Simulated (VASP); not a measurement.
# BeTl7 (Im-3m) in VASP: further runs

BeTl7 is run at these levels: PBE; tasks: single point.

Program: VASP 6.6.1. These are calculated values, not measurements. Logs are shortened: lines on timing, memory, paths and dates and some standing lists are left out, and cuts for length are marked.

### Step 1. The cell of the first run

Symmetry: Im-3m, No. 229, cubic system. Conventional cell: a = 7.817 Å, b = 7.817 Å, c = 7.817 Å, α = 90.00°, β = 90.00°, γ = 90.00°. Be (site symmetry m-3m) has 14 Tl at 3.38 to 3.91 Å within 4.5 Å. Within 4.5 Å of Tl (site symmetry 4/mmm) lie 12 Tl at 3.38 to 3.91 Å and 2 Be at 3.91 Å. Tl (site symmetry -3m) has 2 Be at 3.38 Å and 12 Tl at 3.38 to 3.91 Å within 4.5 Å.

### Step 2. Single point, PBE

INCAR reads:

```
SYSTEM = BeTl7
ALGO = Fast
EDIFF = 1E-7
ENCUT = 520
GGA = PE
ISIF = 2
ISMEAR = 0
LASPH = .TRUE.
LCHARG = .FALSE.
LREAL = .FALSE.
LWAVE = .FALSE.
NBANDS = 56
NELM = 80
PREC = Accurate
SIGMA = 0.1
```

KPOINTS reads:

```
k-points
0
G
  4 4 4
  0 0 0
```

POSCAR reads:

```
BeTl7
1.0
   -3.9086472400      3.9086472400      3.9086472400
    3.9086472400     -3.9086472400      3.9086472400
    3.9086472400      3.9086472400     -3.9086472400
Be Tl
1 7
Direct
    0.0000000000      0.0000000000      0.0000000000
    0.0000000000      0.5000000000      0.5000000000
    0.5000000000      0.5000000000      0.0000000000
    0.5000000000      0.0000000000      0.5000000000
    0.0000000000      0.0000000000      0.5000000000
    0.0000000000      0.5000000000      0.0000000000
    0.5000000000      0.0000000000      0.0000000000
    0.5000000000      0.5000000000      0.5000000000
```

Potentials or basis: VASP PAW PBE potentials, release 64 (Be, Tl_d).

Started as:

```
> cat potpaw_PBE.64/Be/POTCAR potpaw_PBE.64/Tl_d/POTCAR > POTCAR
> mpirun -np 1 vasp_std > vasp.out
```

OUTCAR:

```text
SYSTEM = BeTl7
   EDIFF = 1E-7
   ENCUT = 520
   GGA = PE
   ISIF = 2
   ISMEAR = 0
   LASPH = .TRUE.
   LREAL = .FALSE.
   NELM = 80
   PREC = Accurate

 ion  position               nearest neighbor table
   1  0.000  0.000  0.000-
   2  0.000  0.500  0.500-   5 3.38   6 3.38   7 3.38   8 3.38   6 3.38   5 3.38   8 3.38   7 3.38
                             3 3.91   3 3.91   4 3.91   4 3.91
   3  0.500  0.500  0.000-   5 3.38   6 3.38   7 3.38   8 3.38   8 3.38   7 3.38   6 3.38   5 3.38
                             4 3.91   2 3.91   2 3.91   4 3.91
   4  0.500  0.000  0.500-   5 3.38   6 3.38   7 3.38   8 3.38   7 3.38   8 3.38   5 3.38   6 3.38
                             3 3.91   2 3.91   2 3.91   3 3.91
   5  0.000  0.000  0.500-   2 3.38   3 3.38   4 3.38   2 3.38   4 3.38   3 3.38   6 3.91   6 3.91
                             7 3.91   7 3.91   8 3.91   8 3.91
   6  0.000  0.500  0.000-   2 3.38   3 3.38   4 3.38   2 3.38   3 3.38   4 3.38   5 3.91   5 3.91
                             7 3.91   8 3.91   7 3.91   8 3.91
   7  0.500  0.000  0.000-   2 3.38   3 3.38   4 3.38   4 3.38   3 3.38   2 3.38   5 3.91   6 3.91
                             8 3.91   5 3.91   6 3.91   8 3.91
   8  0.500  0.500  0.500-   2 3.38   3 3.38   4 3.38   3 3.38   4 3.38   2 3.38   5 3.91   6 3.91
                             7 3.91   7 3.91   6 3.91   5 3.91

  LATTYP: Found a body centered cubic cell.
 ALAT       =     7.8172944800

  Lattice vectors:

 A1 = (  -3.9086472400,   3.9086472400,   3.9086472400)
 A2 = (   3.9086472400,  -3.9086472400,   3.9086472400)
 A3 = (   3.9086472400,   3.9086472400,  -3.9086472400)

Analysis of symmetry for initial positions (statically):
=====================================================================
 Subroutine PRICEL returns:
 Original cell was already a primitive cell.

 Routine SETGRP: Setting up the symmetry group for a
 body centered cubic supercell.

 Subroutine GETGRP returns: Found 48 space group operations
 (whereof 48 operations were pure point group operations)
 out of a pool of 48 trial point group operations.

The static configuration has the point symmetry O_h .

Analysis of symmetry for dynamics (positions and initial velocities):
=====================================================================
 Subroutine PRICEL returns:
 Original cell was already a primitive cell.

 Routine SETGRP: Setting up the symmetry group for a
 body centered cubic supercell.

 Subroutine GETGRP returns: Found 48 space group operations
 (whereof 48 operations were pure point group operations)
 out of a pool of 48 trial point group operations.

The dynamic configuration has the point symmetry O_h .

 Subroutine INISYM returns: Found 48 space group operations
 (whereof 48 operations are pure point group operations),
 and found     1 'primitive' translations

----------------------------------------------------------------------------------------

                                     Primitive cell

  volume of cell :     238.8578

  direct lattice vectors                    reciprocal lattice vectors
    -3.908647240  3.908647240  3.908647240     0.000000000  0.127921495  0.127921495
     3.908647240 -3.908647240  3.908647240     0.127921495  0.000000000  0.127921495
     3.908647240  3.908647240 -3.908647240     0.127921495  0.127921495  0.000000000

  length of vectors
     6.769975609  6.769975609  6.769975609     0.180908314  0.180908314  0.180908314

  position of ions in fractional coordinates (direct lattice)
     0.000000000  0.000000000  0.000000000
     0.000000000  0.500000000  0.500000000
     0.500000000  0.500000000  0.000000000
     0.500000000  0.000000000  0.500000000
     0.000000000  0.000000000  0.500000000
     0.000000000  0.500000000  0.000000000
     0.500000000  0.000000000  0.000000000
     0.500000000  0.500000000  0.500000000

  ion indices of the primitive-cell ions
   primitive index   ion index
                 1           1
                 2           2
                 3           3
                 4           4
                 5           5
                 6           6
                 7           7
                 8           8

----------------------------------------------------------------------------------------

 KPOINTS: k-points

Automatic generation of k-mesh.
 Grid dimensions read from file:
 generate k-points for:    4    4    4

 Generating k-lattice:

  Cartesian coordinates                     Fractional coordinates (reciprocal lattice)
     0.000000000  0.031980374  0.031980374     0.250000000  0.000000000  0.000000000
     0.031980374  0.000000000  0.031980374     0.000000000  0.250000000  0.000000000
     0.031980374  0.031980374  0.000000000     0.000000000  0.000000000  0.250000000

  Length of vectors
     0.045227078  0.045227078  0.045227078

  Shift w.r.t. Gamma in fractional coordinates (k-lattice)
     0.000000000  0.000000000  0.000000000

 Subroutine IBZKPT returns following result:
 ===========================================

 Found      8 irreducible k-points:

 Following reciprocal coordinates:
            Coordinates               Weight
  0.000000  0.000000  0.000000      1.000000
  0.250000  0.000000  0.000000     12.000000
  0.500000  0.000000  0.000000      6.000000
  0.250000  0.250000  0.000000     24.000000
  0.250000  0.250000  0.250000      2.000000
 -0.250000  0.250000  0.250000      6.000000
  0.500000  0.500000  0.250000     12.000000
  0.500000  0.500000  0.500000      1.000000
   k-points           NKPTS =      8   k-points in BZ     NKDIM =      8   number of bands    NBANDS=     56
   number of dos      NEDOS =    301   number of ions     NIONS =      8
   total plane-waves  NPLWV = 125000
   dimension x,y,z NGX =    50 NGY =   50 NGZ =   50
   dimension x,y,z NGXF=   100 NGYF=  100 NGZF=  100
   ions per type =               1   7
   NGX,Y,Z   is equivalent  to a cutoff of  12.28, 12.28, 12.28 a.u.
   NGXF,Y,Z  is equivalent  to a cutoff of  24.56, 24.56, 24.56 a.u.
 SYSTEM =  BeTl7
   PREC   = accura    normal or accurate (medium, high low for compatibility)
   ISTART =      0    job   : 0-new  1-cont  2-samecut
   ICHARG =      2    charge: 1-file 2-atom 10-const
   ISPIN  =      1    spin polarized calculation?
   LNONCOLLINEAR =      F non collinear calculations
   LSORBIT =      F    spin-orbit coupling
   LASPH  =      T    aspherical Exc in radial PAW
   ENCUT  =  520.0 eV  38.22 Ry    6.18 a.u.  12.59 12.59 12.59*2*pi/ulx,y,z
   NELM   =     80;   NELMIN=  2; NELMDL= -5     # of ELM steps
   EDIFF  = 0.1E-06   stopping-criterion for ELM
   LREAL  =      F    real-space projection
   EDIFFG = 0.1E-05   stopping-criterion for IOM
   NSW    =      0    number of steps for IOM
   IBRION =     -1    ionic relax: 0-MD 1-quasi-New 2-CG
   NFREE  =      0    steps in history (QN), initial steepest desc. (CG)
   ISIF   =      2    stress and relaxation
   ISYM   =      2    0-nonsym 1-usesym 2-fastsym
   POTIM  = 0.5000    time-step for ionic-motion
   TEBEG  =    0.0;   TEEND  =   0.0 temperature during run
   PSTRESS=    0.0 pullay stress
   NELECT =      93.0000    total number of electrons
   NUPDOWN=      -1.0000    fix difference up-down
   EMIN   =  10.00;   EMAX   =-10.00  energy-range for DOS
   EFERMI =   0.00;   METHOD = LEGACY
   ISMEAR =     0;   SIGMA  =   0.10  broadening in eV -4-tet -1-fermi 0-gaus
   EFERMI_NEDOS =   21; number of points for ismear=-14 and -15
   IALGO  =     68    algorithm
   IMIX   =      4    mixing-type and parameters
     AMIX     =   0.40;   BMIX     =  1.00
     AMIX_MAG =   1.60;   BMIX_MAG =  1.00
  volume/ion in A,a.u.               =      29.86       201.49
  Fermi-wavevector in a.u.,A,eV,Ry     =   1.195426  2.259027 19.443313  1.429043
  Thomas-Fermi vector in A             =   2.331392
   LORBIT       =      0    0 simple, 1 ext, 2 COOP (PROOUT), +10 PAW based schemes
   GGA     = PE    functional components
   LHFCALC =     F    Hartree Fock is set to
   AEXX    =    0.0000 exact exchange contribution
   IVDW    =     0    specifies the selected vdW correction
   LEPSILON=     F    determine dielectric tensor
   LRPA    =     F    only Hartree local field effects (RPA)
 non-spin polarized calculation
 RMM-DIIS sequential band-by-band and
 Gauss-broadening in eV      SIGMA  =   0.10
  energy-cutoff  :      520.00
  volume of cell :      238.86
 maximum number of plane-waves:      6506
   NGX = 25   NGY = 25   NGZ = 25

 number of electron      92.9999960 magnetization

 Free energy of the ion-electron system (eV)
  ---------------------------------------------------
  ext. energy  EPLUGINS =         0.00000000
  ---------------------------------------------------
  free energy    TOTEN  =       -16.86298763 eV

  energy without entropy =      -16.82243490  energy(sigma->0) =      -16.84271127

 E-fermi :   5.4185     XC(G=0):  -9.6008

 val. band max:        5.3938277362   @ k =   0.2500   0.2500   0.2500
 cond. band min:       5.4216597119   @ k =   0.5000   0.0000   0.0000
 fundamental gap:      0.0278319757
 Fermi energy:         5.4185093510

 k-point     1 :       0.0000    0.0000    0.0000
  band No.  band energies     occupation
      1      -6.4420      2.00000
      2      -6.4420      2.00000
      3      -6.4420      2.00000
      4      -6.4401      2.00000
      5      -6.4401      2.00000
      6      -6.4268      2.00000
[... 48 lines left out ...]
     55      10.3201      0.00000
     56      11.0256      0.00000

 k-point     2 :       0.2500    0.0000    0.0000
  band No.  band energies     occupation
      1      -6.4176      2.00000
      2      -6.4145      2.00000
      3      -6.4121      2.00000
      4      -6.3958      2.00000
      5      -6.3764      2.00000
      6      -6.3651      2.00000
[... 48 lines left out ...]
     55       9.4354      0.00000
     56       9.4376      0.00000

 k-point     3 :       0.5000    0.0000    0.0000
  band No.  band energies     occupation
      1      -6.3950      2.00000
      2      -6.3864      2.00000
      3      -6.3749      2.00000
      4      -6.3633      2.00000
      5      -6.3488      2.00000
      6      -6.3143      2.00000
[... 48 lines left out ...]
     55       8.4605      0.00000
     56       8.6002      0.00000

 k-point     4 :       0.2500    0.2500    0.0000
  band No.  band energies     occupation
      1      -6.3898      2.00000
      2      -6.3735      2.00000
      3      -6.3496      2.00000
      4      -6.3409      2.00000
      5      -6.3094      2.00000
      6      -6.2977      2.00000
[... 48 lines left out ...]
     55       8.6422      0.00000
     56       9.6667      0.00000

 k-point     5 :       0.2500    0.2500    0.2500
  band No.  band energies     occupation
      1      -6.3259      2.00000
      2      -6.3259      2.00000
      3      -6.3213      2.00000
      4      -6.3213      2.00000
      5      -6.3213      2.00000
      6      -6.2943      2.00000
[... 48 lines left out ...]
     55       8.5407      0.00000
     56      10.3005      0.00000

 k-point     6 :      -0.2500    0.2500    0.2500
  band No.  band energies     occupation
      1      -6.3628      2.00000
      2      -6.3628      2.00000
      3      -6.3511      2.00000
      4      -6.3234      2.00000
      5      -6.3148      2.00000
      6      -6.3148      2.00000
[... 48 lines left out ...]
     55       9.3870      0.00000
     56       9.3870      0.00000

 k-point     7 :       0.5000    0.5000    0.2500
  band No.  band energies     occupation
      1      -6.3281      2.00000
      2      -6.3199      2.00000
      3      -6.2723      2.00000
      4      -6.2712      2.00000
      5      -6.2709      2.00000
      6      -6.2593      2.00000
[... 48 lines left out ...]
     55       8.8890      0.00000
     56       8.9103      0.00000

 k-point     8 :       0.5000    0.5000    0.5000
  band No.  band energies     occupation
      1      -6.1959      2.00000
      2      -6.1606      2.00000
      3      -6.1606      2.00000
      4      -6.1606      2.00000
      5      -6.1400      2.00000
      6      -6.1400      2.00000
[... 48 lines left out ...]
     55       9.6907      0.00000
     56       9.6958      0.00000

------------------------ aborting loop because EDIFF is reached ----------------------------------------

  FORCE on cell =-STRESS in cart. coord.  units (eV):
  Direction    XX          YY          ZZ          XY          YZ          ZX
  --------------------------------------------------------------------------------------
  -------------------------------------------------------------------------------------
  Total       -1.0660951     -1.0660951     -1.0660951      0.0000000     -0.0000000      0.0000000
  in kB       -7.1510053     -7.1510053     -7.1510053      0.0000000     -0.0000000      0.0000000
  external PRESSURE =      -7.1510053 kB  Pullay stress =       0.0000000 kB

 VOLUME and BASIS-vectors are now :
 -----------------------------------------------------------------------------
  energy-cutoff  :      520.00
  volume of cell :      238.86
      direct lattice vectors                 reciprocal lattice vectors
    -3.908647240  3.908647240  3.908647240     0.000000000  0.127921495  0.127921495
     3.908647240 -3.908647240  3.908647240     0.127921495  0.000000000  0.127921495
     3.908647240  3.908647240 -3.908647240     0.127921495  0.127921495  0.000000000

 POSITION                                       TOTAL-FORCE (eV/Angst)
 -----------------------------------------------------------------------------------
      0.00000      0.00000      0.00000        -0.000000     -0.000000     -0.000000
      3.90865      0.00000      0.00000         0.000000     -0.000000      0.000000
      0.00000      0.00000      3.90865        -0.000000     -0.000000      0.000000
      0.00000      3.90865      0.00000         0.000000     -0.000000     -0.000000
      1.95432      1.95432     -1.95432        -0.000000      0.000000     -0.000000
      1.95432     -1.95432      1.95432        -0.000000      0.000000      0.000000
     -1.95432      1.95432      1.95432         0.000000     -0.000000     -0.000000
      1.95432      1.95432      1.95432         0.000000     -0.000000      0.000000
 -----------------------------------------------------------------------------------
    total drift:                                0.000000     -0.000000      0.000000

  FREE ENERGIE OF THE ION-ELECTRON SYSTEM (eV)
  ---------------------------------------------------
  free  energy   TOTEN  =       -16.8629876348 eV

  energy  without entropy=      -16.8224349005  energy(sigma->0) =      -16.84271127
```

It took 2.5 min on 1 thread of Oxide Virtual Turin-like, shared host; peak memory 0.35 GiB.

What came out:

```yaml
Free_energy: -16.8630 eV
Pressure: -0.7 GPa
```

Levels at points of the mesh, in eV from the Fermi level:
```csv
k point,band 43,band 44,band 45,band 46,band 47,band 48,band 49,band 50
"(0.00, 0.00, 0.00)",-2.62,-2.62,-2.62,-2.26,-2.26,-2.26,-0.50,1.44
"(0.50, 0.00, 0.00)",-2.43,-1.07,-0.86,-0.16,0.00,0.08,0.47,1.96
"(0.50, 0.50, 0.50)",-2.50,0.70,0.70,0.70,0.78,0.78,0.78,3.30
```

Caveat: spin-orbit coupling is left out, which moves the levels of the heavy elements.

(Continued in part 2 of 2.)
